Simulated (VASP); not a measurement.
# Hf (Cmcm) in VASP: further runs, part 2 of 4

VASP 6.6.1. Earlier steps stand in the parts before.

### 3 Single point, PBEsol

INCAR reads:

```
SYSTEM = Hf
  PREC = Accurate
  ENCUT = 520
  EDIFF = 1E-6
  ISMEAR = 0
  SIGMA = 0.15
  LREAL = .FALSE.
  LASPH = .TRUE.
  NELM = 80
  ALGO = Fast
  ISIF = 2
  LWAVE = .FALSE.
  LCHARG = .FALSE.
  GGA = PS
  NBANDS = 17
```

KPOINTS reads:

```
regular mesh
0
G
  18 18 10
  0 0 0
```

POSCAR reads:

```
Hf
1.0
    2.6862285941      0.0000000000      0.0000000000
   -1.3431142970      3.1474041568      0.0000000000
    0.0000000000      0.0000000000      4.9962244915
Hf
2
Direct
    0.3333333333      0.6666666667      0.2500000000
    0.6666666667      0.3333333333      0.7500000000
```

Potentials or basis: VASP PAW PBE potentials, release 64 (Hf_pv).

Run with:

```sh
$ cat potpaw_PBE.64/Hf_pv/POTCAR > POTCAR
$ mpirun -np 1 vasp_std > vasp.out
```

OUTCAR:

```text
SYSTEM = Hf
   PREC = Accurate
   ENCUT = 520
   EDIFF = 1E-6
   ISMEAR = 0
   LREAL = .FALSE.
   LASPH = .TRUE.
   NELM = 80
   ISIF = 2
   GGA = PS

 ion  position               nearest neighbor table
   1  0.333  0.667  0.250-   2 3.02   2 3.02   2 3.02   2 3.02   2 3.26   2 3.26
   2  0.667  0.333  0.750-   1 3.02   1 3.02   1 3.02   1 3.02   1 3.26   1 3.26

  LATTYP: Found a base centered orthorhombic cell.
 ALAT       =     2.6862285941
 B/A-ratio  =     2.3433628573
 C/A-ratio  =     1.8599401788

  Lattice vectors:

 A1 = (   1.3431142970,  -3.1474041568,   0.0000000000)
 A2 = (   1.3431142971,   3.1474041568,   0.0000000000)
 A3 = (   0.0000000000,   0.0000000000,   4.9962244915)

Analysis of symmetry for initial positions (statically):
=====================================================================
 Subroutine PRICEL returns:
 Original cell was already a primitive cell.

 Routine SETGRP: Setting up the symmetry group for a
 base centered orthorhombic supercell.

 Subroutine GETGRP returns: Found  8 space group operations
 (whereof  4 operations were pure point group operations)
 out of a pool of  8 trial point group operations.

The static configuration has the point symmetry C_2h.
 The point group associated with its full space group is D_2h.

Analysis of symmetry for dynamics (positions and initial velocities):
=====================================================================
 Subroutine PRICEL returns:
 Original cell was already a primitive cell.

 Routine SETGRP: Setting up the symmetry group for a
 base centered orthorhombic supercell.

 Subroutine GETGRP returns: Found  8 space group operations
 (whereof  4 operations were pure point group operations)
 out of a pool of  8 trial point group operations.

The dynamic configuration has the point symmetry C_2h.
 The point group associated with its full space group is D_2h.

 Subroutine INISYM returns: Found  8 space group operations
 (whereof  4 operations are pure point group operations),
 and found     1 'primitive' translations

[... 111 lines left out ...]
   IALGO  =     68    algorithm
   IMIX   =      4    mixing-type and parameters
     AMIX     =   0.40;   BMIX     =  1.00
     AMIX_MAG =   1.60;   BMIX_MAG =  1.00
  volume/ion in A,a.u.               =      21.12       142.53
  Fermi-wavevector in a.u.,A,eV,Ry     =   1.275966  2.411226 22.151491  1.628089
  Thomas-Fermi vector in A             =   2.408648
   LORBIT       =      0    0 simple, 1 ext, 2 COOP (PROOUT), +10 PAW based schemes
   GGA     = PS    functional components
   LHFCALC =     F    Hartree Fock is set to
   AEXX    =    0.0000 exact exchange contribution
   IVDW    =     0    specifies the selected vdW correction
   LEPSILON=     F    determine dielectric tensor
   LRPA    =     F    only Hartree local field effects (RPA)
 non-spin polarized calculation
 RMM-DIIS sequential band-by-band and
 Gauss-broadening in eV      SIGMA  =   0.15
  energy-cutoff  :      520.00
  volume of cell :       42.24
 maximum number of plane-waves:      1156
   NGX =  9   NGY = 13   NGZ = 19

 number of electron      19.9999999 magnetization

 Free energy of the ion-electron system (eV)
  ---------------------------------------------------
  ext. energy  EPLUGINS =         0.00000000
  ---------------------------------------------------
  free energy    TOTEN  =       -20.32893000 eV

  energy without entropy =      -20.30014201  energy(sigma->0) =      -20.31453600

 E-fermi :   4.8566     XC(G=0): -11.6073

 val. band max:        4.8526820055   @ k =   0.2778   0.1667   0.2000
 cond. band min:       4.8571229136   @ k =   0.3333   0.0000   0.3000
 fundamental gap:      0.0044409081
 Fermi energy:         4.8565856580

 k-point     1 :       0.0000    0.0000    0.0000
  band No.  band energies     occupation
      1     -25.8497      2.00000
      2     -25.1599      2.00000
      3     -25.0066      2.00000
      4     -24.8066      2.00000
      5     -24.4500      2.00000
      6     -24.3182      2.00000
[... 457 lines left out ...]
      4     -25.0773      2.00000
      5     -24.9417      2.00000
      6     -24.8344      2.00000
[... 9 lines left out ...]
     16       9.0906      0.00000
     17      10.9598      0.00000

 [... further k-points ...]
[... 5 lines left out ...]
  --------------------------------------------------------------------------------------
  -------------------------------------------------------------------------------------
  Total        4.9264422     -2.5186534      0.4653625     -0.0000000      0.0000000      0.0000000
  in kB      186.8557859    -95.5303915     17.6508065     -0.0000000      0.0000000      0.0000000
  external PRESSURE =      36.3254003 kB  Pullay stress =       0.0000000 kB

 VOLUME and BASIS-vectors are now :
 -----------------------------------------------------------------------------
  energy-cutoff  :      520.00
  volume of cell :       42.24
      direct lattice vectors                 reciprocal lattice vectors
     2.686228594  0.000000000  0.000000000     0.372269137  0.158861073  0.000000000
    -1.343114297  3.147404157  0.000000000     0.000000000  0.317722145  0.000000000
     0.000000000  0.000000000  4.996224491     0.000000000  0.000000000  0.200151134

 POSITION                                       TOTAL-FORCE (eV/Angst)
 -----------------------------------------------------------------------------------
     -0.00000      2.09827      1.24906         0.000000      0.484443     -0.000000
      1.34311      1.04913      3.74717        -0.000000     -0.484443      0.000000
 -----------------------------------------------------------------------------------
    total drift:                                0.000000     -0.000000      0.000000

  FREE ENERGIE OF THE ION-ELECTRON SYSTEM (eV)
  ---------------------------------------------------
  free  energy   TOTEN  =       -20.3289299988 eV

  energy  without entropy=      -20.3001420086  energy(sigma->0) =      -20.31453600
```

OSZICAR:

```text
N       E                     dE             d eps       ncg     rms          rms(c)
DAV:   1     0.518772275596E+02    0.51877E+02   -0.11484E+04 18620   0.113E+03
DAV:   2    -0.190459290302E+02   -0.70923E+02   -0.69109E+02 24170   0.253E+02
DAV:   3    -0.209012334395E+02   -0.18553E+01   -0.18325E+01 23821   0.275E+01
DAV:   4    -0.209164823141E+02   -0.15249E-01   -0.15223E-01 23436   0.292E+00
DAV:   5    -0.209166242202E+02   -0.14191E-03   -0.14189E-03 23624   0.254E-01    0.603E+01
RMM:   6    -0.204836074292E+02    0.43302E+00   -0.33192E-01 18675   0.346E+00    0.357E+01
RMM:   7    -0.203342074975E+02    0.14940E+00   -0.69066E-01 20955   0.506E+00    0.188E+00
RMM:   8    -0.203282308509E+02    0.59766E-02   -0.62100E-02 20145   0.176E+00    0.253E-01
RMM:   9    -0.203289293919E+02   -0.69854E-03   -0.98555E-03 27218   0.628E-01    0.348E-01
RMM:  10    -0.203289741500E+02   -0.44758E-04   -0.10735E-03 26461   0.216E-01    0.246E-01
RMM:  11    -0.203289359521E+02    0.38198E-04   -0.32388E-04 21724   0.113E-01    0.928E-02
RMM:  12    -0.203289287524E+02    0.71997E-05   -0.44239E-05 22941   0.421E-02    0.139E-02
RMM:  13    -0.203289297546E+02   -0.10021E-05   -0.79824E-06 23030   0.157E-02    0.152E-02
RMM:  14    -0.203289299988E+02   -0.24423E-06   -0.74293E-07 15607   0.468E-03
   1 F= -.20328930E+02 E0= -.20314536E+02  d E =-.287880E-01
```

It took 2.5 min on 1 thread of Intel Xeon 6975P-C (Granite Rapids), shared host; peak memory 0.41 GiB.

What came out:

| Property | Result |
| --- | --- |
| Free energy | -20.3289 eV |
| Pressure | 3.6 GPa |
| Largest force | 0.484 eV/Å |
| Band gap on the k mesh | zero (bands 10 and 11 overlap by 1.53 eV) |

Forces in eV/Å, atoms in the order of the input:
```
Hf   0.000  0.484  0.000
Hf   0.000 -0.484  0.000
```

Stress tensor (GPa, compression positive):
```
18.69  0.00  0.00
 0.00 -9.55  0.00
 0.00  0.00  1.77
```

Caveat: the cell differs from its parent crystal (strain +e along x and -e along y -0.1500, strain +e along z and -e/2 along x and y +0.0000); the stress differs along the axes, from -10 to 19 GPa; the PAW data sets were made with another functional, which shifts forces and pressure a little; spin-orbit coupling is left out, which moves the levels of the heavy elements.

[end of part 2 of 4]
